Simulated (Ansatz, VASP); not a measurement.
## Two plane-wave programs on Si

```
Si
1.0
     3.98457    0.00000    0.00000
    -1.99229    3.45074    0.00000
     0.00000    0.00000    5.82601
Si
4
Direct
  0.33333 0.66667 0.06301
  0.66667 0.33333 0.56301
  0.33333 0.66667 0.43699
  0.66667 0.33333 0.93699
```

Change from the starting cell: strain +0.040 along x and y, -0.080 along z, atoms carried along.

Alike in both runs: task single point; functional LDA; k mesh 12 × 12 × 6; occupations gaussian, width 0.03 eV; no spin polarisation.

|  | VASP | Ansatz |
| --- | --- | --- |
| version | VASP 6.6.1 | Ansatz 0.2.0 |
| potentials or method | VASP PAW LDA potentials, release 64 (Si), cutoff 520 eV | scalar-relativistic, plane waves, PAW |
| valence electrons in the cell | 16 | 16 |

|  | VASP | Ansatz | Ansatz less VASP |
| --- | --- | --- | --- |
| gap on the k mesh at the Fermi level (eV) | none | none | - |
| pressure (GPa) | 0.8 | 0.8 | -0.05 |
| traceless stress, the component that is largest in VASP (GPa) | 21.15 | 21.05 | -0.097 |
| rms of the force components (eV/Å) | 1.066 | 1.065 | -0.0012 |

LDA's correlation is that of Perdew and Zunger in VASP and of Perdew and Wang (1992) in Ansatz. Atom by atom the forces differ by 0.001 eV/Å (rms over components). A gap of «none» marks a metal or a gap that the smearing closes.
